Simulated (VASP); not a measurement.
Set up this calculation in VASP 6.6.1, as the native input.

| Item | Value |
| --- | --- |
| Task | relaxation of cell and atoms |
| Functional | LDA |
| Potentials or basis | VASP PAW LDA potentials, release 64 (Rh_pv) |
| Cutoff | 500 eV |
| k mesh | 8 × 8 × 8 |
| Occupations | gaussian, width 0.1 eV |
| Spin | no spin polarisation |
| Dipole correction | no |
| Further INCAR settings | ALGO = Normal; EDIFF = 1e-07; IBRION = 2; EDIFFG = -0.05; NSW = 100; ISIF = 3 |

The structure of Rh lies in POSCAR:

```
Rh
1.0
    0.0000000000      1.9015500000      1.9015500000
    1.9015500000      0.0000000000      1.9015500000
    1.9015500000      1.9015500000      0.0000000000
Rh
1
Direct
    0.0000000000      0.0000000000      0.0000000000
```

The input as run:

INCAR

```
PREC = Accurate
ENCUT = 500
EDIFF = 1E-7
ISMEAR = 0
SIGMA = 0.1
LREAL = False
LASPH = True
NELM = 120
ALGO = Normal
ISIF = 3
LWAVE = False
LCHARG = False
GGA = CA
IBRION = 2
NSW = 100
EDIFFG = -0.05
GGA_COMPAT = False
NELMIN = 4
```

KPOINTS

```
regular mesh
0
Gamma
  8 8 8
```

Potentials or basis: VASP PAW LDA potentials, release 64 (Rh_pv).

Launch:

```bash
$ cat potpaw_LDA.64/Rh_pv/POTCAR > POTCAR
$ mpirun -np 1 vasp_std > vasp.out
```

Results of the run:

```json
{"Relaxed volume": "13.32 Å³/atom", "Relaxed cell": "a = 2.661 Å, b = 2.661 Å, c = 2.661 Å, α = 60.00°, β = 60.00°, γ = 60.00°", "Space group after relaxing (to 0.05 Å)": "Fm-3m (No. 225)", "Energy gained by relaxing": "13.8 meV/atom", "Ionic steps": "3", "Pressure after relaxing": "-0.3 GPa"}
```

It took 17 s on 1 thread of Intel(R) Xeon(R) Platinum 8259CL CPU @ 2.50GHz (Skylake/Cascade Lake), with other jobs on the host, peak memory 0.12 GiB.
